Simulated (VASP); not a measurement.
Here is a VASP 6.6.1 calculation.

Contents of INCAR:

```
PREC = Accurate ; ENCUT = 520
EDIFF = 1E-8 ; ISMEAR = -1
SIGMA = 0.15 ; LREAL = F
LASPH = T ; NELM = 100
ALGO = Normal ; ISIF = 2
LWAVE = F ; LCHARG = F
GGA = PE ; NBANDS = 18
IBRION = 8 ; NSW = 1
```

File KPOINTS:

```
Automatic mesh
0
Gamma
  12 12 12
```

File POSCAR:

```
BiTe
1.0
    0.0000000000      3.2548796324      3.2548796324
    3.2548796324      0.0000000000      3.2548796324
    3.2548796324      3.2548796324      0.0000000000
Bi Te
1 1
Direct
    0.0000000000      0.0000000000      0.0000000000
    0.5000000000      0.5000000000      0.5000000000
```

Potentials or basis: VASP PAW PBE potentials, release 64 (Bi_d, Te).

The run is started by

```console
$ cat potpaw_PBE.64/Bi_d/POTCAR potpaw_PBE.64/Te/POTCAR > POTCAR
$ mpirun -np 1 vasp_std > vasp.out
```

Estimate the highest phonon frequency at Γ, LO-TO splitting left out.

85 cm⁻¹.

Phonon frequencies in cm⁻¹ (negative: imaginary):
```
              q point     frequencies
(0.000, 0.000, 0.000)  0 0 0 85 85 85
```
